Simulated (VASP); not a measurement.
Write the native input for VASP 6.6.1 that does the following.

| Property | Result |
| --- | --- |
| Task | single point |
| Functional | PBE |
| Potentials or basis | VASP PAW PBE potentials, release 64 (La, Si, F) |
| Cutoff | 520 eV |
| k mesh | 3 × 3 × 4 |
| Occupations | gaussian, width 0.1 eV |
| Spin | no spin polarisation |
| Dipole correction | no |
| Further INCAR settings | ALGO = Normal; EDIFF = 1e-06; NBANDS = 33 |

The structure of La3Si2F lies in POSCAR:

```
La3Si2F
1.0
    5.9144555600      0.0000000000      0.0000000000
   -2.9572277800      5.1220687600      0.0000000000
    0.0000000000      0.0000000000      4.5708082200
La Si F
3 2 1
Direct
    0.5000000000      0.0000000000      0.5000000000
    0.5000000000      0.5000000000      0.5000000000
    0.0000000000      0.5000000000      0.5000000000
    0.3333333300      0.6666666700      0.0000000000
    0.6666666700      0.3333333300      0.0000000000
    0.0000000000      0.0000000000      0.0000000000
```

The cell was built from a structure type or drawn by symmetry, and may not be a known phase.

The input as run:

INCAR

```
ALGO = Normal ; EDIFF = 1E-6
ENCUT = 520 ; GGA = PE
ISIF = 2 ; ISMEAR = 0
LASPH = True ; LCHARG = True
LELF = True ; LREAL = False
LVHAR = True ; LWAVE = False
NBANDS = 33 ; NELM = 100
PREC = Accurate ; SIGMA = 0.1
```

KPOINTS

```
k-points
0
Gamma
  3 3 4
```

Potentials or basis: VASP PAW PBE potentials, release 64 (La, Si, F).

Command:

```bash
$ cat potpaw_PBE.64/La/POTCAR potpaw_PBE.64/Si/POTCAR potpaw_PBE.64/F/POTCAR > POTCAR
$ mpirun -np 1 vasp_std > vasp.out
```

Results of the run:

| Quantity | Value |
| --- | --- |
| Pressure | 16.0 GPa |
| Band gap on the k mesh | zero (bands 24 and 25 overlap by 0.82 eV) |

Caveat: the k points lie up to 0.41 Å⁻¹ apart, too coarse for converged energies and pressures of a metal; spin-orbit coupling is left out, which moves the levels of the heavy elements.

It took 87 s on 1 thread of Intel(R) Xeon(R) Platinum 8124M CPU @ 3.00GHz (Skylake/Cascade Lake), with other jobs on the host, peak memory 0.28 GiB.
